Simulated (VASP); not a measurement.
# Si in VASP: a series of runs

The runs below take Si through electric field gradients, with LDA.

Program: VASP 6.6.1. These are calculated values, not measurements. Logs are shortened: lines on timing, memory, paths and dates and some standing lists are left out, and cuts for length are marked.

### 1 The cell of the first run

The structure is trigonal, space group R-3m (No. 166). Conventional cell: a = 3.859 Å, b = 3.859 Å, c = 9.313 Å, α = 90.00°, β = 90.00°, γ = 120.00°. Within 3.1 Å of Si (site symmetry 3m) lie 4 Si at 2.33 to 2.36 Å.

### 2 Electric field gradients, LDA (equal xy, yz and zx shear strains of -1 %)

The input, INCAR:

```
SYSTEM = Si
ALGO     = Normal         ! electronic algorithm
EDIFF    = 1E-8           ! SCF threshold, eV
ENCUT    = 520            ! plane-wave cutoff, eV
GGA      = CA             ! functional
ISIF     = 2              ! what is computed and relaxed
ISMEAR   = -1             ! smearing method
LASPH    = .TRUE.         ! aspherical terms in the spheres
LCHARG   = .FALSE.        ! write CHGCAR
LEFG     = .TRUE.       
LREAL    = .FALSE.        ! projectors in reciprocal space
LWAVE    = .FALSE.        ! write WAVECAR
NBANDS   = 11             ! bands
NELM     = 60             ! most SCF steps
PREC     = Accurate       ! precision mode
SIGMA    = 0.08           ! smearing width, eV
```

The input, KPOINTS:

```
k-points
0
G
  11 11 11
  0 0 0
```

The input, POSCAR:

```
Si
1.0
   -0.0271547000      2.7018926500      2.7018926500
    2.7018926500     -0.0271547000      2.7018926500
    2.7018926500      2.7018926500     -0.0271547000
Si
2
Direct
    0.5000000000      0.5000000000      0.5000000000
    0.7500000000      0.7500000000      0.7500000000
```

Potentials or basis: VASP PAW LDA potentials, release 64 (Si).

The run is started by

```bash
$ cat potpaw_LDA.64/Si/POTCAR > POTCAR
$ mpirun -np 1 vasp_std > vasp.out
```

OUTCAR:

```text
SYSTEM = Si
   EDIFF = 1E-8
   ENCUT = 520
   GGA = CA
   ISIF = 2
   ISMEAR = -1
   LASPH = .TRUE.
   LREAL = .FALSE.
   NELM = 60
   PREC = Accurate

 ion  position               nearest neighbor table
   1  0.500  0.500  0.500-   2 2.33   2 2.36   2 2.36   2 2.36
   2  0.750  0.750  0.750-   1 2.33   1 2.36   1 2.36   1 2.36

  LATTYP: Found a trigonal (rhomboedric) cell.
 ALAT       =     3.8211497173
 COS(alpha) =     0.4899250057

  Lattice vectors:

 A1 = (  -0.0271547000,   2.7018926500,   2.7018926500)
 A2 = (   2.7018926500,  -0.0271547000,   2.7018926500)
 A3 = (   2.7018926500,   2.7018926500,  -0.0271547000)

Analysis of symmetry for initial positions (statically):
=====================================================================
 Subroutine PRICEL returns:
 Original cell was already a primitive cell.

 Routine SETGRP: Setting up the symmetry group for a
 trigonal (rhombohedral) supercell.

 Subroutine GETGRP returns: Found 12 space group operations
 (whereof  6 operations were pure point group operations)
 out of a pool of 12 trial point group operations.

The static configuration has the point symmetry C_3v.
 The point group associated with its full space group is D_3d.

Analysis of symmetry for dynamics (positions and initial velocities):
=====================================================================
 Subroutine PRICEL returns:
 Original cell was already a primitive cell.

 Routine SETGRP: Setting up the symmetry group for a
 trigonal (rhombohedral) supercell.

 Subroutine GETGRP returns: Found 12 space group operations
 (whereof  6 operations were pure point group operations)
 out of a pool of 12 trial point group operations.

The dynamic configuration has the point symmetry C_3v.
 The point group associated with its full space group is D_3d.

 Subroutine INISYM returns: Found 12 space group operations
 (whereof  6 operations are pure point group operations),
 and found     1 'primitive' translations

----------------------------------------------------------------------------------------

                                     Primitive cell

  volume of cell :      40.0435

  direct lattice vectors                    reciprocal lattice vectors
    -0.027154700  2.701892650  2.701892650    -0.182288793  0.184139441  0.184139441
     2.701892650 -0.027154700  2.701892650     0.184139441 -0.182288793  0.184139441
     2.701892650  2.701892650 -0.027154700     0.184139441  0.184139441 -0.182288793

  length of vectors
     3.821149717  3.821149717  3.821149717     0.317873986  0.317873986  0.317873986

  position of ions in fractional coordinates (direct lattice)
     0.500000000  0.500000000  0.500000000
     0.750000000  0.750000000  0.750000000

  ion indices of the primitive-cell ions
   primitive index   ion index
                 1           1
                 2           2

----------------------------------------------------------------------------------------

 KPOINTS: k-points

Automatic generation of k-mesh.
 Grid dimensions read from file:
 generate k-points for:   11   11   11

 Generating k-lattice:

  Cartesian coordinates                     Fractional coordinates (reciprocal lattice)
    -0.016571708  0.016739949  0.016739949     0.090909091  0.000000000  0.000000000
     0.016739949 -0.016571708  0.016739949     0.000000000  0.090909091  0.000000000
     0.016739949  0.016739949 -0.016571708     0.000000000  0.000000000  0.090909091

  Length of vectors
     0.028897635  0.028897635  0.028897635

  Shift w.r.t. Gamma in fractional coordinates (k-lattice)
     0.000000000  0.000000000  0.000000000

 Subroutine IBZKPT returns following result:
 ===========================================

 Found    146 irreducible k-points:

 Following reciprocal coordinates:
            Coordinates               Weight
  0.000000  0.000000  0.000000      1.000000
  0.090909  0.000000  0.000000      6.000000
  0.181818 -0.000000  0.000000      6.000000
  0.272727 -0.000000 -0.000000      6.000000
  0.363636  0.000000  0.000000      6.000000
  0.454545  0.000000  0.000000      6.000000
[... 16 lines left out ...]
 -0.272727  0.181818 -0.000000     12.000000
 -0.181818  0.181818  0.000000      6.000000
 [... further k-points ...]
   k-points           NKPTS =    146   k-points in BZ     NKDIM =    146   number of bands    NBANDS=     11
   number of dos      NEDOS =    301   number of ions     NIONS =      2
   total plane-waves  NPLWV =  21952
   dimension x,y,z NGX =    28 NGY =   28 NGZ =   28
   dimension x,y,z NGXF=    56 NGYF=   56 NGZF=   56
   ions per type =               2
   NGX,Y,Z   is equivalent  to a cutoff of  12.18, 12.18, 12.18 a.u.
   NGXF,Y,Z  is equivalent  to a cutoff of  24.36, 24.36, 24.36 a.u.
 SYSTEM =  Si
   PREC   = accura    normal or accurate (medium, high low for compatibility)
   ISTART =      0    job   : 0-new  1-cont  2-samecut
   ICHARG =      2    charge: 1-file 2-atom 10-const
   ISPIN  =      1    spin polarized calculation?
   LNONCOLLINEAR =      F non collinear calculations
   LSORBIT =      F    spin-orbit coupling
   LASPH  =      T    aspherical Exc in radial PAW
   ENCUT  =  520.0 eV  38.22 Ry    6.18 a.u.   7.10  7.10  7.10*2*pi/ulx,y,z
   NELM   =     60;   NELMIN=  2; NELMDL= -5     # of ELM steps
   EDIFF  = 0.1E-07   stopping-criterion for ELM
   LREAL  =      F    real-space projection
   EDIFFG = 0.1E-06   stopping-criterion for IOM
   NSW    =      0    number of steps for IOM
   IBRION =     -1    ionic relax: 0-MD 1-quasi-New 2-CG
   NFREE  =      0    steps in history (QN), initial steepest desc. (CG)
   ISIF   =      2    stress and relaxation
   ISYM   =      2    0-nonsym 1-usesym 2-fastsym
   POTIM  = 0.5000    time-step for ionic-motion
   TEBEG  =    0.0;   TEEND  =   0.0 temperature during run
   PSTRESS=    0.0 pullay stress
   NELECT =       8.0000    total number of electrons
   NUPDOWN=      -1.0000    fix difference up-down
   EMIN   =  10.00;   EMAX   =-10.00  energy-range for DOS
   EFERMI =   0.00;   METHOD = LEGACY
   ISMEAR =    -1;   SIGMA  =   0.08  broadening in eV -4-tet -1-fermi 0-gaus
   EFERMI_NEDOS =   21; number of points for ismear=-14 and -15
   IALGO  =     38    algorithm
   IMIX   =      4    mixing-type and parameters
     AMIX     =   0.40;   BMIX     =  1.00
     AMIX_MAG =   1.60;   BMIX_MAG =  1.00
  volume/ion in A,a.u.               =      20.02       135.11
  Fermi-wavevector in a.u.,A,eV,Ry     =   0.957034  1.808532 12.461768  0.915914
  Thomas-Fermi vector in A             =   2.086016
   LORBIT       =      0    0 simple, 1 ext, 2 COOP (PROOUT), +10 PAW based schemes
   GGA     = CA    functional components
   LHFCALC =     F    Hartree Fock is set to
   AEXX    =    0.0000 exact exchange contribution
   IVDW    =     0    specifies the selected vdW correction
   LEPSILON=     F    determine dielectric tensor
   LRPA    =     F    only Hartree local field effects (RPA)
 non-spin polarized calculation
  energy-cutoff  :      520.00
  volume of cell :       40.04
 maximum number of plane-waves:      1093
   NGX = 15   NGY = 15   NGZ = 15

 number of electron       8.0000001 magnetization

 Free energy of the ion-electron system (eV)
  ---------------------------------------------------
  ext. energy  EPLUGINS =         0.00000000
  ---------------------------------------------------
  free energy    TOTEN  =       -11.91302408 eV

  energy without entropy =      -11.91249170  energy(sigma->0) =      -11.91275789

 E-fermi :   5.9910     XC(G=0):  -9.6056

 val. band max:        5.7891258938   @ k =   0.0000   0.0000   0.0000
 cond. band min:       6.2515165662   @ k =   0.4545   0.4545  -0.0000
 fundamental gap:      0.4623906723
 Fermi energy:         5.9910312191

 k-point     1 :       0.0000    0.0000    0.0000
  band No.  band energies     occupation
      1      -6.1887      2.00000
      2       5.7582      1.89674
      3       5.7582      1.89674
      4       5.7891      1.85159
      5       8.2163      0.00000
      6       8.2163      0.00000
      7       8.3953      0.00000
      8       9.0306      0.00000
      9      13.4501      0.00000
     10      13.4985      0.00000
     11      13.4985      0.00000

 k-point     2 :       0.0909    0.0000    0.0000
  band No.  band energies     occupation
      1      -6.0814      2.00000
      2       4.7487      2.00000
      3       5.5945      1.98602
      4       5.6210      1.98059
      5       8.2744      0.00000
      6       8.4580      0.00000
      7       8.6790      0.00000
      8       9.7618      0.00000
      9      13.1691      0.00000
     10      13.1934      0.00000
     11      13.9057      0.00000

 k-point     3 :       0.1818   -0.0000    0.0000
  band No.  band energies     occupation
      1      -5.7636      2.00000
      2       3.0617      2.00000
      3       5.2635      1.99978
      4       5.2831      1.99971
      5       7.9938      0.00000
      6       8.9227      0.00000
      7       9.1238      0.00000
      8      11.3383      0.00000
      9      12.7849      0.00000
     10      12.8591      0.00000
     11      14.6733      0.00000

 k-point     4 :       0.2727   -0.0000   -0.0000
  band No.  band energies     occupation
      1      -5.2520      2.00000
      2       1.4048      2.00000
      3       4.9515      2.00000
      4       4.9599      1.99999
      5       7.6527      0.00000
      6       9.1710      0.00000
      7       9.3579      0.00000
      8      12.8417      0.00000
      9      13.0345      0.00000
     10      13.2026      0.00000
     11      14.4948      0.00000
[... 239 lines left out ...]
 k-point    22 :      -0.3636    0.1818   -0.0000
  band No.  band energies     occupation
      1      -3.8049      2.00000
      2      -0.6158      2.00000
      3       2.5050      2.00000
      4       4.3081      2.00000
      5       7.9991      0.00000
      6      10.0078      0.00000
      7      10.2561      0.00000
      8      13.3786      0.00000
      9      13.6522      0.00000
     10      14.2026      0.00000
     11      16.9853      0.00000

 k-point    23 :      -0.2727    0.1818   -0.0000
  band No.  band energies     occupation
      1      -4.4704      2.00000
      2       0.5044      2.00000
      3       2.5699      2.00000
      4       4.6898      2.00000
      5       8.3752      0.00000
      6       9.9889      0.00000
      7      10.0910      0.00000
      8      12.0659      0.00000
      9      12.3411      0.00000
     10      15.6450      0.00000
     11      17.4054      0.00000

 k-point    24 :      -0.1818    0.1818    0.0000
  band No.  band energies     occupation
      1      -5.0800      2.00000
      2       1.6967      2.00000
      3       3.0401      2.00000
      4       5.0984      1.99997
      5       8.7124      0.00000
      6       9.5472      0.00000
      7       9.7608      0.00000
      8      11.3970      0.00000
      9      11.8761      0.00000
     10      15.5770      0.00000
     11      16.1540      0.00000

 [... further k-points ...]
[... 5 lines left out ...]
  --------------------------------------------------------------------------------------
  -------------------------------------------------------------------------------------
  Total       -0.3564696     -0.3564696     -0.3564696      0.2578071      0.2578071      0.2578071
  in kB      -14.2626657    -14.2626657    -14.2626657     10.3150940     10.3150940     10.3150940
  external PRESSURE =     -14.2626657 kB  Pullay stress =       0.0000000 kB

 VOLUME and BASIS-vectors are now :
 -----------------------------------------------------------------------------
  energy-cutoff  :      520.00
  volume of cell :       40.04
      direct lattice vectors                 reciprocal lattice vectors
    -0.027154700  2.701892650  2.701892650    -0.182288793  0.184139441  0.184139441
     2.701892650 -0.027154700  2.701892650     0.184139441 -0.182288793  0.184139441
     2.701892650  2.701892650 -0.027154700     0.184139441  0.184139441 -0.182288793

 POSITION                                       TOTAL-FORCE (eV/Angst)
 -----------------------------------------------------------------------------------
      2.68832      2.68832      2.68832        -0.098156     -0.098156     -0.098156
      4.03247      4.03247      4.03247         0.098156      0.098156      0.098156
 -----------------------------------------------------------------------------------
    total drift:                                0.000000      0.000000     -0.000000

  FREE ENERGIE OF THE ION-ELECTRON SYSTEM (eV)
  ---------------------------------------------------
  free  energy   TOTEN  =       -11.9130240846 eV

  energy  without entropy=      -11.9124917007  energy(sigma->0) =      -11.91275789

 Electric field gradients (V/A^2)
---------------------------------------------------------------------
 ion       V_xx      V_yy      V_zz      V_xy      V_xz      V_yz
---------------------------------------------------------------------
   1       0.000     0.000    -0.000    -2.099    -2.099    -2.099
   2       0.000     0.000    -0.000    -2.099    -2.099    -2.099
---------------------------------------------------------------------

 Electric field gradients after diagonalization (V/A^2)
 (convention: |V_zz| > |V_xx| > |V_yy|)
----------------------------------------------------------------------
 ion       V_xx      V_yy      V_zz     asymmetry (V_yy - V_xx)/ V_zz
----------------------------------------------------------------------
   1       2.099     2.099    -4.197       0.000
   2       2.099     2.099    -4.197       0.000
----------------------------------------------------------------------

           NMR quadrupolar parameters

 Cq : quadrupolar parameter    Cq=e*Q*V_zz/h
 eta: asymmetry parameters     (V_yy - V_xx)/ V_zz
 Q  : nuclear electric quadrupole moment in mb (millibarn)
----------------------------------------------------------------------
 ion       Cq(MHz)       eta       Q (mb)
----------------------------------------------------------------------
   1      -0.010       0.000       1.000
   2      -0.010       0.000       1.000
----------------------------------------------------------------------
```

It took 45 s on 1 thread of AMD EPYC 7R43 (Zen 3), shared host; peak memory 0.13 GiB.

What came out:

```yaml
Free_energy: -11.9130 eV
Pressure: -1.4 GPa
Largest_force: 0.170 eV/Å
Band_gap_on_the_k_mesh: 0.46 eV, indirect (least direct gap 2.43 eV)
```

Forces on the atoms (eV/Å):
```
Si  -0.098 -0.098 -0.098
Si   0.098  0.098  0.098
```

Stress tensor (GPa, compression positive):
```
-1.43  1.03  1.03
 1.03 -1.43  1.03
 1.03  1.03 -1.43
```

Electric field gradients, principal values (V/Å²):
```
atom  least  middle  greatest (by size)
1 Si  2.099   2.099              -4.197
2 Si  2.099   2.099              -4.197
```

Caveat: the cell differs from its parent crystal (equal xy, yz and zx shear strains of -1 %); without QUAD_EFG the Cq values of the log hold for a quadrupole moment of 1 mb, not for the nuclei. A k mesh can miss the band edges.

(Continued in part 2 of 3.)
